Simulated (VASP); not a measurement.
# YGe3Sb (Pm-3m) in VASP: further runs

YGe3Sb is run at these levels: PBE; tasks: single point, relaxation of cell and atoms.

All numbers are computed with VASP 6.6.1; they aren't measurements. Logs are shortened: lines on timing, memory, paths and dates and some standing lists are left out, and cuts for length are marked.

## 1. The cell of the first run

It takes space group Pm-3m (No. 221, cubic). The conventional cell has a = 5.204 Å, b = 5.204 Å, c = 5.204 Å, α = 90.00°, β = 90.00°, γ = 90.00°. Within 4.8 Å of Y (site symmetry m-3m) lie 12 Ge at 3.68 Å and 8 Sb at 4.51 Å. Ge (site symmetry 4/mmm) has 2 Sb at 2.60 Å within 3.4 Å. Sb (site symmetry m-3m) has 6 Ge at 2.60 Å within 3.4 Å.

## 2. Single point, PBE

Contents of INCAR:

```
PREC     = Accurate       # precision mode
ENCUT    = 520            # plane-wave cutoff, eV
EDIFF    = 1E-6           # SCF threshold, eV
ISMEAR   = 0              # smearing method
SIGMA    = 0.1            # smearing width, eV
LREAL    = False          # projectors in reciprocal space
LASPH    = True           # aspherical terms in the spheres
NELM     = 100            # most SCF steps
ALGO     = Normal         # electronic algorithm
ISIF     = 2              # what is computed and relaxed
LWAVE    = False          # write WAVECAR
LCHARG   = False          # write CHGCAR
GGA      = PE             # functional
NBANDS   = 37             # bands
```

Contents of KPOINTS:

```
Automatic mesh
0
Gamma
  4 4 4
```

Contents of POSCAR:

```
YGe3Sb
1.0
    5.2037618101      0.0000000000      0.0000000000
    0.0000000000      5.2037618101      0.0000000000
    0.0000000000      0.0000000000      5.2037618101
Y Ge Sb
1 3 1
Direct
    0.0000000000      0.0000000000      0.0000000000
    0.0000000000      0.5000000000      0.5000000000
    0.5000000000      0.0000000000      0.5000000000
    0.5000000000      0.5000000000      0.0000000000
    0.5000000000      0.5000000000      0.5000000000
```

Potentials or basis: VASP PAW PBE potentials, release 64 (Y_sv, Ge_d, Sb).

Run with:

```
cat potpaw_PBE.64/Y_sv/POTCAR potpaw_PBE.64/Ge_d/POTCAR potpaw_PBE.64/Sb/POTCAR > POTCAR
mpirun -np 1 vasp_std > vasp.out
```

OUTCAR:

```text
PREC = Accurate
   ENCUT = 520
   EDIFF = 1E-6
   ISMEAR = 0
   LREAL = False
   LASPH = True
   NELM = 100
   ISIF = 2
   GGA = PE

 ion  position               nearest neighbor table
   1  0.000  0.000  0.000-
   2  0.000  0.500  0.500-   5 2.60   5 2.60
   3  0.500  0.000  0.500-   5 2.60   5 2.60
   4  0.500  0.500  0.000-   5 2.60   5 2.60
   5  0.500  0.500  0.500-   2 2.60   3 2.60   4 2.60   4 2.60   3 2.60   2 2.60

  LATTYP: Found a simple cubic cell.
 ALAT       =     5.2037618101

  Lattice vectors:

 A1 = (   5.2037618101,   0.0000000000,   0.0000000000)
 A2 = (   0.0000000000,   5.2037618101,   0.0000000000)
 A3 = (   0.0000000000,   0.0000000000,   5.2037618101)

Analysis of symmetry for initial positions (statically):
=====================================================================
 Subroutine PRICEL returns:
 Original cell was already a primitive cell.

 Routine SETGRP: Setting up the symmetry group for a
 simple cubic supercell.

 Subroutine GETGRP returns: Found 48 space group operations
 (whereof 48 operations were pure point group operations)
 out of a pool of 48 trial point group operations.

The static configuration has the point symmetry O_h .

Analysis of symmetry for dynamics (positions and initial velocities):
=====================================================================
 Subroutine PRICEL returns:
 Original cell was already a primitive cell.

 Routine SETGRP: Setting up the symmetry group for a
 simple cubic supercell.

 Subroutine GETGRP returns: Found 48 space group operations
 (whereof 48 operations were pure point group operations)
 out of a pool of 48 trial point group operations.

The dynamic configuration has the point symmetry O_h .

 Subroutine INISYM returns: Found 48 space group operations
 (whereof 48 operations are pure point group operations),
 and found     1 'primitive' translations

----------------------------------------------------------------------------------------

                                     Primitive cell

  volume of cell :     140.9134

  direct lattice vectors                    reciprocal lattice vectors
     5.203761810  0.000000000  0.000000000     0.192168673  0.000000000  0.000000000
     0.000000000  5.203761810  0.000000000     0.000000000  0.192168673  0.000000000
     0.000000000  0.000000000  5.203761810     0.000000000  0.000000000  0.192168673

  length of vectors
     5.203761810  5.203761810  5.203761810     0.192168673  0.192168673  0.192168673

  position of ions in fractional coordinates (direct lattice)
     0.000000000  0.000000000  0.000000000
     0.000000000  0.500000000  0.500000000
     0.500000000  0.000000000  0.500000000
     0.500000000  0.500000000  0.000000000
     0.500000000  0.500000000  0.500000000

  ion indices of the primitive-cell ions
   primitive index   ion index
                 1           1
                 2           2
                 3           3
                 4           4
                 5           5

----------------------------------------------------------------------------------------

 KPOINTS: Automatic mesh

Automatic generation of k-mesh.
 Grid dimensions read from file:
 generate k-points for:    4    4    4

 Generating k-lattice:

  Cartesian coordinates                     Fractional coordinates (reciprocal lattice)
     0.048042168  0.000000000  0.000000000     0.250000000  0.000000000  0.000000000
     0.000000000  0.048042168  0.000000000     0.000000000  0.250000000  0.000000000
     0.000000000  0.000000000  0.048042168     0.000000000  0.000000000  0.250000000

  Length of vectors
     0.048042168  0.048042168  0.048042168

  Shift w.r.t. Gamma in fractional coordinates (k-lattice)
     0.000000000  0.000000000  0.000000000

 Subroutine IBZKPT returns following result:
 ===========================================

 Found     10 irreducible k-points:

 Following reciprocal coordinates:
            Coordinates               Weight
  0.000000  0.000000  0.000000      1.000000
  0.250000  0.000000  0.000000      6.000000
  0.500000  0.000000  0.000000      3.000000
  0.250000  0.250000  0.000000     12.000000
  0.500000  0.250000  0.000000     12.000000
  0.500000  0.500000  0.000000      3.000000
  0.250000  0.250000  0.250000      8.000000
  0.500000  0.250000  0.250000     12.000000
  0.500000  0.500000  0.250000      6.000000
  0.500000  0.500000  0.500000      1.000000
   k-points           NKPTS =     10   k-points in BZ     NKDIM =     10   number of bands    NBANDS=     37
   number of dos      NEDOS =    301   number of ions     NIONS =      5
   total plane-waves  NPLWV =  64000
   dimension x,y,z NGX =    40 NGY =   40 NGZ =   40
   dimension x,y,z NGXF=    80 NGYF=   80 NGZF=   80
   ions per type =               1   3   1
   NGX,Y,Z   is equivalent  to a cutoff of  12.78, 12.78, 12.78 a.u.
   NGXF,Y,Z  is equivalent  to a cutoff of  25.56, 25.56, 25.56 a.u.
 SYSTEM =  unknown system
   PREC   = accura    normal or accurate (medium, high low for compatibility)
   ISTART =      0    job   : 0-new  1-cont  2-samecut
   ICHARG =      2    charge: 1-file 2-atom 10-const
   ISPIN  =      1    spin polarized calculation?
   LNONCOLLINEAR =      F non collinear calculations
   LSORBIT =      F    spin-orbit coupling
   LASPH  =      T    aspherical Exc in radial PAW
   ENCUT  =  520.0 eV  38.22 Ry    6.18 a.u.   9.68  9.68  9.68*2*pi/ulx,y,z
   NELM   =    100;   NELMIN=  2; NELMDL= -5     # of ELM steps
   EDIFF  = 0.1E-05   stopping-criterion for ELM
   LREAL  =      F    real-space projection
   EDIFFG = 0.1E-04   stopping-criterion for IOM
   NSW    =      0    number of steps for IOM
   IBRION =     -1    ionic relax: 0-MD 1-quasi-New 2-CG
   NFREE  =      0    steps in history (QN), initial steepest desc. (CG)
   ISIF   =      2    stress and relaxation
   ISYM   =      2    0-nonsym 1-usesym 2-fastsym
   POTIM  = 0.5000    time-step for ionic-motion
   TEBEG  =    0.0;   TEEND  =   0.0 temperature during run
   PSTRESS=    0.0 pullay stress
   NELECT =      58.0000    total number of electrons
   NUPDOWN=      -1.0000    fix difference up-down
   EMIN   =  10.00;   EMAX   =-10.00  energy-range for DOS
   EFERMI =   0.00;   METHOD = LEGACY
   ISMEAR =     0;   SIGMA  =   0.10  broadening in eV -4-tet -1-fermi 0-gaus
   EFERMI_NEDOS =   21; number of points for ismear=-14 and -15
   IALGO  =     38    algorithm
   IMIX   =      4    mixing-type and parameters
     AMIX     =   0.40;   BMIX     =  1.00
     AMIX_MAG =   1.60;   BMIX_MAG =  1.00
  volume/ion in A,a.u.               =      28.18       190.19
  Fermi-wavevector in a.u.,A,eV,Ry     =   1.217774  2.301259 20.177085  1.482974
  Thomas-Fermi vector in A             =   2.353083
   LORBIT       =      0    0 simple, 1 ext, 2 COOP (PROOUT), +10 PAW based schemes
   GGA     = PE    functional components
   LHFCALC =     F    Hartree Fock is set to
   AEXX    =    0.0000 exact exchange contribution
   IVDW    =     0    specifies the selected vdW correction
   LEPSILON=     F    determine dielectric tensor
   LRPA    =     F    only Hartree local field effects (RPA)
 non-spin polarized calculation
 Gauss-broadening in eV      SIGMA  =   0.10
  energy-cutoff  :      520.00
  volume of cell :      140.91
 maximum number of plane-waves:      3840
 NGX is ok and might be reduce to    40
   NGX = 19   NGY = 19   NGZ = 19

 number of electron      58.0000073 magnetization

 Free energy of the ion-electron system (eV)
  ---------------------------------------------------
  ext. energy  EPLUGINS =         0.00000000
  ---------------------------------------------------
  free energy    TOTEN  =       -21.48938251 eV

  energy without entropy =      -21.46123864  energy(sigma->0) =      -21.47531058

 E-fermi :   4.4638     XC(G=0):  -9.5328

 val. band max:        4.3449521701   @ k =   0.2500   0.0000   0.0000
 cond. band min:       4.4675506491   @ k =   0.5000   0.2500   0.0000
 fundamental gap:      0.1225984790
 Fermi energy:         4.4638036025

 k-point     1 :       0.0000    0.0000    0.0000
  band No.  band energies     occupation
      1     -39.8254      2.00000
      2     -20.1235      2.00000
      3     -20.0857      2.00000
      4     -20.0857      2.00000
      5     -20.0574      2.00000
      6     -20.0574      2.00000
[... 29 lines left out ...]
     36       5.6259      0.00000
     37       5.6259      0.00000

 k-point     2 :       0.2500    0.0000    0.0000
  band No.  band energies     occupation
      1     -39.8254      2.00000
      2     -20.1193      2.00000
      3     -20.0912      2.00000
      4     -20.0857      2.00000
      5     -20.0573      2.00000
      6     -20.0547      2.00000
[... 29 lines left out ...]
     36       6.9792      0.00000
     37       7.1687      0.00000

 k-point     3 :       0.5000    0.0000    0.0000
  band No.  band energies     occupation
      1     -39.8253      2.00000
      2     -20.1119      2.00000
      3     -20.1000      2.00000
      4     -20.0856      2.00000
      5     -20.0573      2.00000
      6     -20.0481      2.00000
[... 29 lines left out ...]
     36       7.9688      0.00000
     37       8.0179      0.00000

 k-point     4 :       0.2500    0.2500    0.0000
  band No.  band energies     occupation
      1     -39.8253      2.00000
      2     -20.1155      2.00000
      3     -20.0932      2.00000
      4     -20.0888      2.00000
      5     -20.0553      2.00000
      6     -20.0540      2.00000
[... 29 lines left out ...]
     36       7.2070      0.00000
     37       7.3916      0.00000
[... 123 lines left out ...]
      1     -39.8253      2.00000
      2     -20.1062      2.00000
      3     -20.1007      2.00000
      4     -20.0932      2.00000
      5     -20.0532      2.00000
      6     -20.0487      2.00000
[... 29 lines left out ...]
     36       7.3835      0.00000
     37       7.4982      0.00000

 k-point     9 :       0.5000    0.5000    0.2500
  band No.  band energies     occupation
      1     -39.8252      2.00000
      2     -20.1009      2.00000
      3     -20.1009      2.00000
      4     -20.0996      2.00000
      5     -20.0502      2.00000
      6     -20.0492      2.00000
[... 29 lines left out ...]
     36       6.5856      0.00000
     37       7.9747      0.00000

 k-point    10 :       0.5000    0.5000    0.5000
  band No.  band energies     occupation
      1     -39.8252      2.00000
      2     -20.1009      2.00000
      3     -20.1009      2.00000
      4     -20.1009      2.00000
      5     -20.0498      2.00000
      6     -20.0498      2.00000
[... 29 lines left out ...]
     36       6.6925      0.00000
     37       6.6925      0.00000

------------------------ aborting loop because EDIFF is reached ----------------------------------------

  FORCE on cell =-STRESS in cart. coord.  units (eV):
  Direction    XX          YY          ZZ          XY          YZ          ZX
  --------------------------------------------------------------------------------------
  -------------------------------------------------------------------------------------
  Total        0.1495646      0.1495646      0.1495646      0.0000000      0.0000000     -0.0000000
  in kB        1.7005417      1.7005417      1.7005417      0.0000000      0.0000000     -0.0000000
  external PRESSURE =       1.7005417 kB  Pullay stress =       0.0000000 kB

 VOLUME and BASIS-vectors are now :
 -----------------------------------------------------------------------------
  energy-cutoff  :      520.00
  volume of cell :      140.91
      direct lattice vectors                 reciprocal lattice vectors
     5.203761810  0.000000000  0.000000000     0.192168673  0.000000000  0.000000000
     0.000000000  5.203761810  0.000000000     0.000000000  0.192168673  0.000000000
     0.000000000  0.000000000  5.203761810     0.000000000  0.000000000  0.192168673

 POSITION                                       TOTAL-FORCE (eV/Angst)
 -----------------------------------------------------------------------------------
      0.00000      0.00000      0.00000         0.000000      0.000000      0.000000
      0.00000      2.60188      2.60188         0.000000      0.000000      0.000000
      2.60188      0.00000      2.60188         0.000000      0.000000      0.000000
      2.60188      2.60188      0.00000         0.000000      0.000000      0.000000
      2.60188      2.60188      2.60188         0.000000      0.000000      0.000000
 -----------------------------------------------------------------------------------
    total drift:                               -0.000000     -0.000000     -0.000000

  FREE ENERGIE OF THE ION-ELECTRON SYSTEM (eV)
  ---------------------------------------------------
  free  energy   TOTEN  =       -21.4893825143 eV

  energy  without entropy=      -21.4612386407  energy(sigma->0) =      -21.47531058
```

Run time: 50 s. Hardware: 1 thread of Intel Xeon 6975P-C (Granite Rapids), shared host; peak memory 0.26 GiB.

What came out:

* Free energy: -21.4894 eV
* Pressure: 0.2 GPa
* Band gap on the k mesh: zero (band 29 reaches 5.81 eV, above the bottom of band 30 at 4.28 eV)

Caveat: spin-orbit coupling is left out, which moves the levels of the heavy elements.

(Continued in part 2 of 2.)
